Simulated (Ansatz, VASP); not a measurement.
**One calculation of SiO, two programs**

```
CELL_PARAMETERS angstrom
2.66629 0.00000 0.00000
-1.33315 2.30908 0.00000
0.00000 0.00000 3.09202
ATOMIC_POSITIONS crystal
Si 0.66667 0.33333 0.00000
O 0.00000 0.00000 0.50000
```

Alike in both runs: task relaxation of cell and atoms; functional PBEsol; k mesh 18 × 18 × 16; occupations fermi-dirac, width 0.15 eV; no spin polarisation.

```csv
,VASP,Ansatz
version,VASP 6.6.1,Ansatz 0.2.0
potentials or method,"VASP PAW PBE potentials, release 64 (Si, O), cutoff 600 eV","scalar-relativistic, plane waves, PAW"
valence electrons in the cell,10,10
```

Ansatz gave:

```
gap on the k mesh at the Fermi level, each at its own relaxed structure (eV) : none
relaxed volume (Å³/atom)                                                     : 9.53
relaxed cell length with the largest relative difference (Å)                 : 3.092
```

**Question.** Which values does VASP return?

**Answer.** gap on the k mesh at the Fermi level, each at its own relaxed structure (eV): none; relaxed volume (Å³/atom): 9.53; relaxed cell length with the largest relative difference (Å): 3.093.

VASP's potentials were made for PBE, not for PBEsol. A gap of «none» marks a metal or a gap that the smearing closes.
